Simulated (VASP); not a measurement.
Wanted: the native input for a VASP 6.6.1 run.

- Task: single point
- Functional: PBE
- Potentials or basis: VASP PAW PBE potentials, release 64 (Al, B, Sb)
- Cutoff: 520 eV
- k mesh: 8 × 4 × 2
- Occupations: gaussian, width 0.2 eV
- Spin: no spin polarisation
- Dipole correction: no
- Further INCAR settings: ALGO = Normal; EDIFF = 1e-06; NBANDS = 32

The structure of Al3B2Sb lies in POSCAR:

```
Al3B2Sb
1.0
    0.0011691837     -0.0024954785     -2.7868736622
    3.1114259465     -5.3893078851     -0.0041108917
   -9.0814250093     -5.2396642890     -0.0010231008
Al B Sb
6 4 2
Direct
    0.0835179655      0.2503839471      0.7494751381
    0.0823074967      0.7507066936      0.2494356686
    0.0827158727      0.4993192509      0.9999650582
    0.0828731159     -0.0034040669      0.5000199848
    0.0832901136      0.7505183765      0.7507010158
    0.0815902009      0.2508244310      0.2506359037
    0.5837721307      0.5000272393      0.8312742130
    0.5829318275      0.0002795545      0.3312886827
    0.5828720754     -0.0000877919      0.6687206183
    0.5817023133      0.5002779315      0.1686611984
    0.0876966793      0.5003246325      0.4999071208
    0.0847302086      1.0008298019      0.9999153977
```

These files were run (other wordings do the same):

INCAR

```
SYSTEM = Al3B2Sb
PREC = Accurate
ENCUT = 520
EDIFF = 1E-6
ISMEAR = 0
SIGMA = 0.2
LREAL = .FALSE.
LASPH = .TRUE.
NELM = 80
ALGO = Normal
ISIF = 2
LWAVE = .FALSE.
LCHARG = .TRUE.
GGA = PE
LELF = .TRUE.
LVHAR = .TRUE.
NBANDS = 32
```

KPOINTS

```
Automatic mesh
0
G
  8 4 2
  0 0 0
```

Potentials or basis: VASP PAW PBE potentials, release 64 (Al, B, Sb).

Command:

```bash
$ cat potpaw_PBE.64/Al/POTCAR potpaw_PBE.64/B/POTCAR potpaw_PBE.64/Sb/POTCAR > POTCAR
$ mpirun -np 1 vasp_std > vasp.out
```

It gave:

| Property | Result |
| --- | --- |
| Pressure | 0.0 GPa |
| Largest force | 0.022 eV/Å |
| Band gap on the k mesh | zero (band 20 reaches 10.45 eV, above the bottom of band 21 at 6.80 eV) |

Caveat: spin-orbit coupling is left out, which moves the levels of the heavy elements.

Wall time 92 s on 1 thread of Intel(R) Xeon(R) 6975P-C (Granite Rapids) (shared host), peak memory 0.39 GiB.
